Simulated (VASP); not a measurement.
Crystal: HfB.

```
Hf B
1.0
     0.00000    2.32530    2.32530
     2.32530    0.00000    2.32530
     2.32530    2.32530    0.00000
Hf B
1 1
Direct
  0.50000 0.50000 0.50000
  0.00000 0.00000 0.00000
```

Base run:

```yaml
Program: VASP 6.6.1
Functional: r2SCAN
Potentials_or_basis: VASP PAW PBE potentials, release 64 (Hf_pv, B)
Cutoff: 520 eV
k_mesh: 10 × 10 × 10
Occupations: fermi-dirac, width 0.05 eV
Spin: no spin polarisation
```

Its results: pressure 24.2 GPa.

The run is repeated on the same cell with these changes: functional from r2SCAN to LDA; potentials or basis from VASP PAW PBE potentials, release 64 (Hf_pv, B) to VASP PAW LDA potentials, release 64 (Hf_pv, B). What comes out?

Pressure 14.6 GPa.

Caveats: the PAW data sets were made with another functional, which shifts forces and pressure a little (some runs).
